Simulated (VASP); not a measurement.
# C (R-3m) in VASP: a series of runs

C is run at these levels: PBE+D3(BJ); tasks: single point.

Everything below comes from runs of VASP 6.6.1. Logs are shortened: lines on timing, memory, paths and dates and some standing lists are left out, and cuts for length are marked.

## 1. The cell of the first run

It takes space group R-3m (No. 166, trigonal). Conventional cell: a = 2.465 Å, b = 2.465 Å, c = 20.821 Å, α = 90.00°, β = 90.00°, γ = 120.00°. Within 1.9 Å of C (site symmetry 3m) lie 3 C at 1.42 Å. Within 1.9 Å of C (site symmetry 3m) lie 3 C at 1.42 Å.

## 2. Single point, PBE+D3(BJ)

INCAR

```
PREC = Accurate ; ENCUT = 520
EDIFF = 1E-6 ; ISMEAR = 0
SIGMA = 0.1 ; LREAL = F
LASPH = T ; NELM = 100
ALGO = Normal ; ISIF = 2
LWAVE = F ; LCHARG = F
GGA = PE ; IVDW = 12
NBANDS = 16
```

KPOINTS

```
Automatic mesh
0
Gamma
  21 21 21
```

POSCAR

```
C
1.0
    1.2324212156      0.7115387206      6.9402570177
   -1.2324212156      0.7115387206      6.9402570177
    0.0000000000     -1.4230774412      6.9402570177
C
4
Direct
    0.0810628915      0.0810628915      0.0810628915
    0.9189371085      0.9189371085      0.9189371085
    0.2522507446      0.2522507446      0.2522507446
    0.7477492554      0.7477492554      0.7477492554
```

Potentials or basis: VASP PAW PBE potentials, release 64 (C).

Command:

```console
$ cat potpaw_PBE.64/C/POTCAR > POTCAR
$ mpirun -np 1 vasp_std > vasp.out
```

OUTCAR:

```text
PREC = Accurate
   ENCUT = 520
   EDIFF = 1E-6
   ISMEAR = 0
   LREAL = F
   LASPH = T
   NELM = 100
   ISIF = 2
   GGA = PE
   IVDW = 12
 IVDW          = 12

 ion  position               nearest neighbor table
   1  0.081  0.081  0.081-   4 1.42   4 1.42   4 1.42
   2  0.919  0.919  0.919-   3 1.42   3 1.42   3 1.42
   3  0.252  0.252  0.252-   2 1.42   2 1.42   2 1.42
   4  0.748  0.748  0.748-   1 1.42   1 1.42   1 1.42

  LATTYP: Found a trigonal (rhomboedric) cell.
 ALAT       =     7.0846536172
 COS(alpha) =     0.9394783048

  Lattice vectors:

 A1 = (   1.2324212156,   0.7115387206,   6.9402570177)
 A2 = (  -1.2324212156,   0.7115387206,   6.9402570177)
 A3 = (   0.0000000000,  -1.4230774412,   6.9402570177)

Analysis of symmetry for initial positions (statically):
=====================================================================
 Subroutine PRICEL returns:
 Original cell was already a primitive cell.

 Routine SETGRP: Setting up the symmetry group for a
 trigonal (rhombohedral) supercell.

 Subroutine GETGRP returns: Found 12 space group operations
 (whereof 12 operations were pure point group operations)
 out of a pool of 12 trial point group operations.

The static configuration has the point symmetry D_3d.

Analysis of symmetry for dynamics (positions and initial velocities):
=====================================================================
 Subroutine PRICEL returns:
 Original cell was already a primitive cell.

 Routine SETGRP: Setting up the symmetry group for a
 trigonal (rhombohedral) supercell.

 Subroutine GETGRP returns: Found 12 space group operations
 (whereof 12 operations were pure point group operations)
 out of a pool of 12 trial point group operations.

The dynamic configuration has the point symmetry D_3d.

 Subroutine INISYM returns: Found 12 space group operations
 (whereof 12 operations are pure point group operations),
 and found     1 'primitive' translations

----------------------------------------------------------------------------------------

                                     Primitive cell

  volume of cell :      36.5161

  direct lattice vectors                    reciprocal lattice vectors
     1.232421216  0.711538721  6.940257018     0.405705447  0.234234149  0.048028961
    -1.232421216  0.711538721  6.940257018    -0.405705447  0.234234149  0.048028961
     0.000000000 -1.423077441  6.940257018     0.000000000 -0.468468298  0.048028961

  length of vectors
     7.084653617  7.084653617  7.084653617     0.470923908  0.470923908  0.470923908

  position of ions in fractional coordinates (direct lattice)
     0.081062891  0.081062891  0.081062891
     0.918937109  0.918937109  0.918937109
     0.252250745  0.252250745  0.252250745
     0.747749255  0.747749255  0.747749255

  ion indices of the primitive-cell ions
   primitive index   ion index
                 1           1
                 2           2
                 3           3
                 4           4

----------------------------------------------------------------------------------------

 KPOINTS: Automatic mesh

Automatic generation of k-mesh.
 Grid dimensions read from file:
 generate k-points for:   21   21   21

 Generating k-lattice:

  Cartesian coordinates                     Fractional coordinates (reciprocal lattice)
     0.019319307  0.011154007  0.002287093     0.047619048 -0.000000000  0.000000000
    -0.019319307  0.011154007  0.002287093    -0.000000000  0.047619048  0.000000000
     0.000000000 -0.022308014  0.002287093     0.000000000  0.000000000  0.047619048

  Length of vectors
     0.022424948  0.022424948  0.022424948

  Shift w.r.t. Gamma in fractional coordinates (k-lattice)
     0.000000000  0.000000000  0.000000000

 Subroutine IBZKPT returns following result:
 ===========================================

 Found    891 irreducible k-points:

 Following reciprocal coordinates:
            Coordinates               Weight
  0.000000  0.000000  0.000000      1.000000
  0.047619 -0.000000 -0.000000      6.000000
  0.095238  0.000000  0.000000      6.000000
  0.142857  0.000000  0.000000      6.000000
  0.190476  0.000000  0.000000      6.000000
  0.238095 -0.000000  0.000000      6.000000
[... 16 lines left out ...]
 -0.428571  0.047619  0.000000     12.000000
 -0.380952  0.047619 -0.000000     12.000000
 [... further k-points ...]
   k-points           NKPTS =    891   k-points in BZ     NKDIM =    891   number of bands    NBANDS=     16
   number of dos      NEDOS =    301   number of ions     NIONS =      4
   total plane-waves  NPLWV = 157464
   dimension x,y,z NGX =    54 NGY =   54 NGZ =   54
   dimension x,y,z NGXF=   108 NGYF=  108 NGZF=  108
   ions per type =               4
   NGX,Y,Z   is equivalent  to a cutoff of  12.67, 12.67, 12.67 a.u.
   NGXF,Y,Z  is equivalent  to a cutoff of  25.34, 25.34, 25.34 a.u.
 SYSTEM =  unknown system
   PREC   = accura    normal or accurate (medium, high low for compatibility)
   ISTART =      0    job   : 0-new  1-cont  2-samecut
   ICHARG =      2    charge: 1-file 2-atom 10-const
   ISPIN  =      1    spin polarized calculation?
   LNONCOLLINEAR =      F non collinear calculations
   LSORBIT =      F    spin-orbit coupling
   LASPH  =      T    aspherical Exc in radial PAW
   ENCUT  =  520.0 eV  38.22 Ry    6.18 a.u.  13.17 13.17 13.17*2*pi/ulx,y,z
   NELM   =    100;   NELMIN=  2; NELMDL= -5     # of ELM steps
   EDIFF  = 0.1E-05   stopping-criterion for ELM
   LREAL  =      F    real-space projection
   EDIFFG = 0.1E-04   stopping-criterion for IOM
   NSW    =      0    number of steps for IOM
   IBRION =     -1    ionic relax: 0-MD 1-quasi-New 2-CG
   NFREE  =      0    steps in history (QN), initial steepest desc. (CG)
   ISIF   =      2    stress and relaxation
   ISYM   =      2    0-nonsym 1-usesym 2-fastsym
   POTIM  = 0.5000    time-step for ionic-motion
   TEBEG  =    0.0;   TEEND  =   0.0 temperature during run
   PSTRESS=    0.0 pullay stress
   NELECT =      16.0000    total number of electrons
   NUPDOWN=      -1.0000    fix difference up-down
   EMIN   =  10.00;   EMAX   =-10.00  energy-range for DOS
   EFERMI =   0.00;   METHOD = LEGACY
   ISMEAR =     0;   SIGMA  =   0.10  broadening in eV -4-tet -1-fermi 0-gaus
   EFERMI_NEDOS =   21; number of points for ismear=-14 and -15
   IALGO  =     38    algorithm
   IMIX   =      4    mixing-type and parameters
     AMIX     =   0.40;   BMIX     =  1.00
     AMIX_MAG =   1.60;   BMIX_MAG =  1.00
  volume/ion in A,a.u.               =       9.13        61.61
  Fermi-wavevector in a.u.,A,eV,Ry     =   1.243426  2.349735 21.036084  1.546109
  Thomas-Fermi vector in A             =   2.377737
   LORBIT       =      0    0 simple, 1 ext, 2 COOP (PROOUT), +10 PAW based schemes
   GGA     = PE    functional components
   LHFCALC =     F    Hartree Fock is set to
   AEXX    =    0.0000 exact exchange contribution
   IVDW    =    12    specifies the selected vdW correction
   LEPSILON=     F    determine dielectric tensor
   LRPA    =     F    only Hartree local field effects (RPA)
 non-spin polarized calculation
 Gauss-broadening in eV      SIGMA  =   0.10
  energy-cutoff  :      520.00
  volume of cell :       36.52
 maximum number of plane-waves:      1009
 NGX is ok and might be reduce to    54
   NGX = 27   NGY = 27   NGZ = 27

 number of electron      16.0000000 magnetization

 Free energy of the ion-electron system (eV)
  ---------------------------------------------------
  ext. energy  EPLUGINS =         0.00000000
  ---------------------------------------------------
  free energy    TOTEN  =       -36.85235829 eV

  energy without entropy =      -36.85223915  energy(sigma->0) =      -36.85229872

 E-fermi :   4.3929     XC(G=0): -10.0821

 val. band max:        4.2722630787   @ k =  -0.3333   0.3333   0.0000
 cond. band min:       4.5135121156   @ k =  -0.3333   0.3333   0.0000
 fundamental gap:      0.2412490368
 Fermi energy:         4.3928986547

 k-point     1 :       0.0000    0.0000    0.0000
  band No.  band energies     occupation
      1     -15.2328      2.00000
      2     -14.9970      2.00000
      3      -3.9962      2.00000
      4      -2.3258      2.00000
      5       1.3791      2.00000
      6       1.3791      2.00000
[... 8 lines left out ...]
     15      15.8318      0.00000
     16      15.8596      0.00000

 k-point     2 :       0.0476   -0.0000   -0.0000
  band No.  band energies     occupation
      1     -15.1787      2.00000
      2     -14.9439      2.00000
      3      -3.9298      2.00000
      4      -2.2650      2.00000
      5       1.1557      2.00000
      6       1.1628      2.00000
[... 8 lines left out ...]
     15      15.6423      0.00000
     16      15.6760      0.00000

 k-point     3 :       0.0952    0.0000    0.0000
  band No.  band energies     occupation
      1     -15.0163      2.00000
      2     -14.7847      2.00000
      3      -3.7311      2.00000
      4      -2.0834      2.00000
      5       0.5332      2.00000
      6       0.5488      2.00000
[... 8 lines left out ...]
     15      15.0914      0.00000
     16      15.1514      0.00000

 k-point     4 :       0.1429    0.0000    0.0000
  band No.  band energies     occupation
      1     -14.7463      2.00000
      2     -14.5200      2.00000
      3      -3.4016      2.00000
      4      -1.7827      2.00000
      5      -0.3887      2.00000
      6      -0.3626      2.00000
[... 8 lines left out ...]
     15      14.6667      0.00000
     16      14.6752      0.00000

 k-point     5 :       0.1905    0.0000    0.0000
  band No.  band energies     occupation
      1     -14.3698      2.00000
      2     -14.1507      2.00000
      3      -2.9442      2.00000
      4      -1.5041      2.00000
      5      -1.4657      2.00000
      6      -1.3660      2.00000
[... 8 lines left out ...]
     15      15.9435      0.00000
     16      15.9603      0.00000

 k-point     6 :       0.2381   -0.0000    0.0000
  band No.  band energies     occupation
      1     -13.8884      2.00000
      2     -13.6783      2.00000
      3      -2.7260      2.00000
      4      -2.6748      2.00000
      5      -2.3634      2.00000
      6      -0.8400      2.00000
[... 8 lines left out ...]
     15      17.4259      0.00000
     16      17.4436      0.00000
[... 267 lines left out ...]
 k-point    21 :       0.4762    0.0476    0.0000
  band No.  band energies     occupation
      1     -10.5148      2.00000
      2     -10.3705      2.00000
      3      -8.1620      2.00000
      4      -8.0454      2.00000
      5      -2.1333      2.00000
      6      -2.1217      2.00000
[... 8 lines left out ...]
     15      17.4412      0.00000
     16      20.1271      0.00000

 k-point    22 :      -0.4762    0.0476    0.0000
  band No.  band energies     occupation
      1      -9.8932      2.00000
      2      -9.7734      2.00000
      3      -8.8394      2.00000
      4      -8.7445      2.00000
      5      -2.1871      2.00000
      6      -2.1750      2.00000
[... 8 lines left out ...]
     15      17.6327      0.00000
     16      19.9378      0.00000

 k-point    23 :      -0.4286    0.0476    0.0000
  band No.  band energies     occupation
      1     -10.5198      2.00000
      2     -10.3652      2.00000
      3      -8.1571      2.00000
      4      -8.0506      2.00000
      5      -2.1339      2.00000
      6      -2.1212      2.00000
[... 8 lines left out ...]
     15      17.5408      0.00000
     16      20.1169      0.00000

 k-point    24 :      -0.3810    0.0476   -0.0000
  band No.  band energies     occupation
      1     -11.3920      2.00000
      2     -11.2208      2.00000
      3      -7.0537      2.00000
      4      -6.9579      2.00000
      5      -1.9750      2.00000
      6      -1.9615      2.00000
[... 8 lines left out ...]
     15      18.3326      0.00000
     16      20.5440      0.00000

 [... further k-points ...]

------------------------ aborting loop because EDIFF is reached ----------------------------------------

 Edisp (eV)   -0.60092

 E8    (eV) :    -0.1696

  FORCE on cell =-STRESS in cart. coord.  units (eV):
  Direction    XX          YY          ZZ          XY          YZ          ZX
  --------------------------------------------------------------------------------------
  -------------------------------------------------------------------------------------
  Total       0.15537     0.15537    -0.02318     0.00000    -0.00000     0.00000
  in kB       6.81681     6.81681    -1.01684     0.00000    -0.00000     0.00000
  external pressure =        4.21 kB  Pullay stress =        0.00 kB

 VOLUME and BASIS-vectors are now :
 -----------------------------------------------------------------------------
  energy-cutoff  :      520.00
  volume of cell :       36.52
      direct lattice vectors                 reciprocal lattice vectors
     1.232421216  0.711538721  6.940257018     0.405705447  0.234234149  0.048028961
    -1.232421216  0.711538721  6.940257018    -0.405705447  0.234234149  0.048028961
     0.000000000 -1.423077441  6.940257018     0.000000000 -0.468468298  0.048028961

 POSITION                                       TOTAL-FORCE (eV/Angst)
 -----------------------------------------------------------------------------------
      0.00000      0.00000      1.68779         0.000000     -0.000000      0.000620
      0.00000      0.00000     19.13298         0.000000      0.000000     -0.000620
      0.00000      0.00000      5.25206         0.000000     -0.000000     -0.000325
      0.00000      0.00000     15.56872         0.000000     -0.000000      0.000325
 -----------------------------------------------------------------------------------
    total drift:                               -0.000000     -0.000000      0.000000

  FREE ENERGIE OF THE ION-ELECTRON SYSTEM (eV)
  ---------------------------------------------------
  free  energy   TOTEN  =       -37.4532794817 eV

  energy  without entropy=      -37.4531603437  energy(sigma->0) =      -37.45321991
```

It took 54 min on 1 thread of Intel Xeon Platinum 8259CL at 2.50GHz (Skylake/Cascade Lake), shared host; peak memory 0.66 GiB.

Results:

```
Free energy                : -37.4533 eV
Pressure                   : 0.4 GPa
Band gap on the k mesh     : 0.24 eV, direct
Dispersion energy per atom : -0.150 eV
```

Stress tensor (GPa, compression positive):
```
 0.68  0.00  0.00
 0.00  0.68  0.00
 0.00  0.00 -0.10
```

## 3. Single point, PBE+D3(BJ)

INCAR

```
SYSTEM = C
ALGO = Normal
EDIFF = 1E-6
ENCUT = 520
GGA = PE
ISIF = 2
ISMEAR = 0
IVDW = 12
LASPH = .True.
LCHARG = .True.
LELF = .True.
LREAL = .False.
LVHAR = .True.
LWAVE = .False.
NBANDS = 16
NELM = 100
PREC = Accurate
SIGMA = 0.01
```

KPOINTS

```
k-points
0
Gamma
  18 18 18
  0 0 0
```

POSCAR

```
C
1.0
    1.2324247682      0.7115407717      6.9308775049
   -1.2324247682      0.7115407717      6.9308775049
    0.0000000000     -1.4230815434      6.9308775049
C
4
Direct
    0.0811692349      0.0811692349      0.0811692349
    0.9188307651      0.9188307651      0.9188307651
    0.2521448846      0.2521448846      0.2521448846
    0.7478551154      0.7478551154      0.7478551154
```

Potentials or basis: VASP PAW PBE potentials, release 64 (C).

Command:

```console
$ cat potpaw_PBE.64/C/POTCAR > POTCAR
$ mpirun -np 1 vasp_std > vasp.out
```

OUTCAR:

```text
SYSTEM = C
   EDIFF = 1E-6
   ENCUT = 520
   GGA = PE
   ISIF = 2
   ISMEAR = 0
   IVDW = 12
   LASPH = .True.
   LREAL = .False.
   NELM = 100
   PREC = Accurate
 IVDW          = 12

 ion  position               nearest neighbor table
   1  0.081  0.081  0.081-   4 1.42   4 1.42   4 1.42
   2  0.919  0.919  0.919-   3 1.42   3 1.42   3 1.42
   3  0.252  0.252  0.252-   2 1.42   2 1.42   2 1.42
   4  0.748  0.748  0.748-   1 1.42   1 1.42   1 1.42

  LATTYP: Found a trigonal (rhomboedric) cell.
 ALAT       =     7.0754663498
 COS(alpha) =     0.9393206819

  Lattice vectors:

 A1 = (   1.2324247682,   0.7115407717,   6.9308775049)
 A2 = (  -1.2324247682,   0.7115407717,   6.9308775049)
 A3 = (   0.0000000000,  -1.4230815434,   6.9308775049)

Analysis of symmetry for initial positions (statically):
=====================================================================
 Subroutine PRICEL returns:
 Original cell was already a primitive cell.

 Routine SETGRP: Setting up the symmetry group for a
 trigonal (rhombohedral) supercell.
[... 173 lines left out ...]

 val. band max:        4.2804622597   @ k =  -0.3333   0.3333   0.0000
 cond. band min:       4.5279722400   @ k =  -0.3333   0.3333   0.0000
 fundamental gap:      0.2475099803
 Fermi energy:         4.3899238651

 k-point     1 :       0.0000    0.0000    0.0000
  band No.  band energies     occupation
      1     -15.2223      2.00000
      2     -14.9844      2.00000
      3      -3.9893      2.00000
      4      -2.3083      2.00000
      5       1.3905      2.00000
      6       1.3905      2.00000
[... 433 lines left out ...]
      3      -3.0320      2.00000
      4      -2.9837      2.00000
      5      -2.1404      2.00000
      6      -0.8502      2.00000
[... 8 lines left out ...]
     15      17.2730      0.00000
     16      17.3708      0.00000

 [... further k-points ...]

------------------------ aborting loop because EDIFF is reached ----------------------------------------

 Edisp (eV)   -0.60185

 E8    (eV) :    -0.1698

  FORCE on cell =-STRESS in cart. coord.  units (eV):
  Direction    XX          YY          ZZ          XY          YZ          ZX
  --------------------------------------------------------------------------------------
  -------------------------------------------------------------------------------------
  Total       0.15564     0.15564    -0.02201     0.00000    -0.00000     0.00000
  in kB       6.83803     6.83803    -0.96717     0.00000    -0.00000     0.00000
  external pressure =        4.24 kB  Pullay stress =        0.00 kB

 VOLUME and BASIS-vectors are now :
 -----------------------------------------------------------------------------
  energy-cutoff  :      520.00
  volume of cell :       36.47
      direct lattice vectors                 reciprocal lattice vectors
     1.232424768  0.711540772  6.930877505     0.405704277  0.234233474  0.048093958
    -1.232424768  0.711540772  6.930877505    -0.405704277  0.234233474  0.048093958
     0.000000000 -1.423081543  6.930877505     0.000000000 -0.468466947  0.048093958

 POSITION                                       TOTAL-FORCE (eV/Angst)
 -----------------------------------------------------------------------------------
      0.00000      0.00000      1.68772         0.000000     -0.000000      0.000208
      0.00000      0.00000     19.10491         0.000000      0.000000     -0.000208
      0.00000      0.00000      5.24276         0.000000     -0.000000     -0.000435
      0.00000      0.00000     15.54988         0.000000     -0.000000      0.000435
 -----------------------------------------------------------------------------------
    total drift:                                0.000000      0.000000      0.000000

  FREE ENERGIE OF THE ION-ELECTRON SYSTEM (eV)
  ---------------------------------------------------
  free  energy   TOTEN  =       -37.4531898046 eV

  energy  without entropy=      -37.4531898046  energy(sigma->0) =      -37.45318980
```

stdout:

```text
POSCAR found type information on POSCAR C
 POSCAR found :  1 types and       4 ions
 scaLAPACK will be used
 LDA part: xc-table for (Slater+PW92), standard interpolation
 POSCAR, INCAR and KPOINTS ok, starting setup
 FFT: planning ... GRIDC
 FFT: planning ... GRID_SOFT
 FFT: planning ... GRID
 WAVECAR not read
 entering main loop
```

Run time: 39 min. Hardware: 1 thread of Intel Xeon Platinum 8259CL at 2.50GHz (Skylake/Cascade Lake), shared host; peak memory 0.54 GiB.

Results:

| Quantity | Value |
| --- | --- |
| Free energy | -37.4532 eV |
| Pressure | 0.4 GPa |
| Band gap on the k mesh | 0.25 eV, direct |
| Dispersion energy per atom | -0.150 eV |

Stress tensor (GPa, compression positive):
```
 0.68  0.00  0.00
 0.00  0.68  0.00
 0.00  0.00 -0.10
```

A k mesh can miss the band edges.
